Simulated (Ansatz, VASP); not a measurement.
**PbO2 in VASP and in Ansatz**

Contents of INCAR:

```
  ALGO = Normal
  EDIFF = 1E-6
  ENCUT = 1340
  GGA = PE
  GGA_COMPAT = False
  ISIF = 2
  ISMEAR = 0
  LASPH = True
  LCHARG = False
  LDAU = True
  LDAUJ = 0 0
  LDAUL = -1 1
  LDAUPRINT = 1
  LDAUTYPE = 2
  LDAUU = 0 5.5
  LREAL = False
  LWAVE = False
  NBANDS = 20
  NELM = 200
  PREC = Accurate
  SIGMA = 0.1
```

Contents of KPOINTS:

```
k-points
0
Gamma
  6 6 6
```

Contents of POSCAR:

```
PbO2
1.0
    0.0000000000      2.9788753107      2.9788753107
    2.9788753107      0.0000000000      2.9788753107
    2.9788753107      2.9788753107      0.0000000000
Pb O
1 2
Direct
    0.0000000000      0.0000000000      0.0000000000
    0.2500000000      0.2500000000      0.2500000000
    0.7500000000      0.7500000000      0.7500000000
```

Input for Ansatz:

```yaml
crystal:
  lattice:
    - [0.0, 2.9788753107, 2.9788753107]
    - [2.9788753107, 0.0, 2.9788753107]
    - [2.9788753107, 2.9788753107, 0.0]
  atoms:
    - { symbol: Pb, position: [0.0, 0.0, 0.0] }
    - { symbol: O, position: [0.25, 0.25, 0.25] }
    - { symbol: O, position: [0.75, 0.75, 0.75] }
basis:
  ecutwfc: 420
  ecutrho_ratio: 12
kpoints:
  mp_grid: { grid: [6, 6, 6] }
hamiltonian:
  xc: pbe
  hubbard: { sites: [{ species: O, l: p, u_eff: 5.5 }] }
scf:
  occupations: { method: gaussian, width: 0.1 }
output:
  forces: true
  stress: true
  eigenvalues: true
```

Alike in both runs: task single point; functional PBE; k mesh 6 × 6 × 6; occupations gaussian, width 0.1 eV; no spin polarisation; Hubbard terms O p U = 5.5 eV.

|  | VASP | Ansatz |
| --- | --- | --- |
| version | VASP 6.6.1 | Ansatz 0.2.0 |
| potentials or method | VASP PAW PBE potentials, release 64 (Pb_d, O_h), cutoff 1340 eV | scalar-relativistic, plane waves, PAW |
| valence electrons in the cell | 26 | 26 |

Ansatz gave:

- gap on the k mesh at the Fermi level (eV): none
- pressure (GPa): -22.1

Question: What did VASP give for the same quantities?

Answer: gap on the k mesh at the Fermi level (eV): none; pressure (GPa): -17.2.

The programs project onto different local orbitals, so the same U acts differently, and such runs can settle in different states. A gap of «none» marks a metal or a gap that the smearing closes. Ansatz's warnings: filled band counts differ across k points.

Neither program's run includes spin-orbit coupling.
